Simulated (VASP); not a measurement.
# HfN: relaxation of cell and atoms with r2SCAN

The system is HfN.

```
CELL_PARAMETERS angstrom
0.00000 2.25600 2.25600
2.25600 0.00000 2.25600
2.25600 2.25600 0.00000
ATOMIC_POSITIONS crystal
Hf 0.00000 0.00000 0.00000
N 0.50000 0.50000 0.50000
```

* Program: VASP 6.6.1
* Task: relaxation of cell and atoms
* Functional: r2SCAN
* Potentials or basis: VASP PAW PBE potentials, release 64 (Hf_pv, N)
* Cutoff: 600 eV
* k mesh: 12 × 12 × 12
* Occupations: fermi-dirac, width 0.1 eV
* Spin: no spin polarisation
* Dipole correction: no
* Further INCAR settings: ALGO = Normal; EDIFF = 1e-07; IBRION = 2; EDIFFG = -0.01; NSW = 80; ISIF = 3

| Property | Result |
| --- | --- |
| Pressure after relaxing | -0.1 GPa |
| Band gap on the k mesh | zero (an odd number of electrons rules out a gap without spin polarisation) |

Final structure:
```
Hf N
1.0
     0.00000    2.25600    2.25600
     2.25600    0.00000    2.25600
     2.25600    2.25600    0.00000
Hf N
1 1
Direct
  0.00000 0.00000 0.00000
  0.50000 0.50000 0.50000
```

Levels at points of the mesh, in eV from the Fermi level:
```
           k point  band 5  band 6  band 7  band 8  band 9  band 10  band 11
(0.00, 0.00, 0.00)   -3.44   -3.44   -3.44   -0.34   -0.34    -0.34     2.02
(0.50, 0.00, 0.00)   -9.37   -6.68   -6.68    3.40    3.80     3.80     4.63
(0.50, 0.50, 0.00)   -5.94   -4.14   -4.14   -3.91    4.15     5.59     5.59
```

It took 100 s on 1 thread of AMD EPYC 7R13 Processor (Zen 3) (shared host), peak memory 0.16 GiB.

Caveat: the relaxation stopped at its first step, so nothing moved; the PAW data sets were made with another functional, which shifts forces and pressure a little; spin-orbit coupling is left out, which moves the levels of the heavy elements; an odd number of electrons without spin polarisation forces a metal; a magnetic or distorted state may lie lower.
